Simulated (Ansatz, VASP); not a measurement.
Si: VASP beside Ansatz

```xyz
2
Lattice="-0.1436 -0.2337 2.5955 2.8540 -0.1987 -0.1526 -0.3442 4.6080 -0.4301" Properties=species:S:1:pos:R:3 pbc="T T T"
Si    2.6487   -0.3522    2.3541
Si    1.3165    2.1244   -0.2026
```

Alike in both runs: task single point; functional PBE-based screened hybrid with a share of 0.25 of exact exchange and HFSCREEN = 0.2; k mesh 5 × 5 × 3; occupations fermi-dirac, width 0.05 eV; no spin polarisation.

|  | VASP | Ansatz |
| --- | --- | --- |
| version | VASP 6.6.1 | Ansatz 0.2.0 |
| potentials or method | VASP PAW PBE potentials, release 64 (Si) | Ansatz PAW |
| plane-wave cutoff (eV) | 520 | 420 |
| valence electrons in the cell | 8 | 8 |

VASP gave:

* gap on the k mesh at the Fermi level (eV): none
* pressure (GPa): -6.8
* traceless stress, the component that is largest in VASP (GPa): -9.72
* rms of the force components (eV/Å): 0.312

Question: What did Ansatz give for the same quantities?

Answer: gap on the k mesh at the Fermi level (eV): none; pressure (GPa): -6.5; traceless stress, the component that is largest in VASP (GPa): -9.68; rms of the force components (eV/Å): 0.317.

VASP's potentials were made for PBE, not for PBE-based screened hybrid. Atom by atom the forces differ by 0.006 eV/Å (rms over components). A gap of «none» marks a metal or a gap that the smearing closes. The functional is the same, so the differences come from potentials, cutoffs and numerics.

The k mesh is coarse, so the values compare programs but aren't converged.
